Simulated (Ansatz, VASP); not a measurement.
## VH6: VASP beside Ansatz

```
CELL_PARAMETERS angstrom
3.61872 0.00000 0.00000
0.00000 3.61872 0.00000
0.00000 0.00000 3.61872
ATOMIC_POSITIONS crystal
V 0.00000 0.00000 0.00000
H 0.50000 0.50000 0.11484
H 0.50000 0.50000 0.88516
H 0.11484 0.50000 0.50000
H 0.88516 0.50000 0.50000
H 0.50000 0.11484 0.50000
H 0.50000 0.88516 0.50000
```

Change from the starting cell: species swapped into the PrB6 type (Pm-3m, No. 221).

Alike in both runs: functional PBE; k mesh 4 × 4 × 4; occupations gaussian, width 0.1 eV; collinear spin.

Ansatz relaxed the structure, and its values are those at the end. VASP's run is a single point on that final structure, the one shown.

|  | VASP | Ansatz |
| --- | --- | --- |
| version | VASP 6.6.1 | Ansatz 0.2.0 |
| potentials or method | VASP PAW PBE potentials, release 64 (V_sv, H), cutoff 520 eV | scalar-relativistic, plane waves, PAW |
| valence electrons in the cell | 19 | 19 |

```csv
,VASP,Ansatz,Ansatz less VASP
gap on the k mesh at the Fermi level (eV),none,none,-
pressure (GPa),-0.4,-0.1,+0.26
rms of the force components (eV/Å),0.005,0.008,+0.0025
net moment per atom (μB),0.58,0.58,0.000
size of the moment on the site where the two differ most (μB),3.23,3.05,-0.177
```

Site moments also hang on the region over which each program counts them. A gap of «none» marks a metal or a gap that the smearing closes. With one functional, cell and mesh, what is left measures potentials, basis and numerics.

The k mesh is coarse, so the values compare programs but aren't converged.
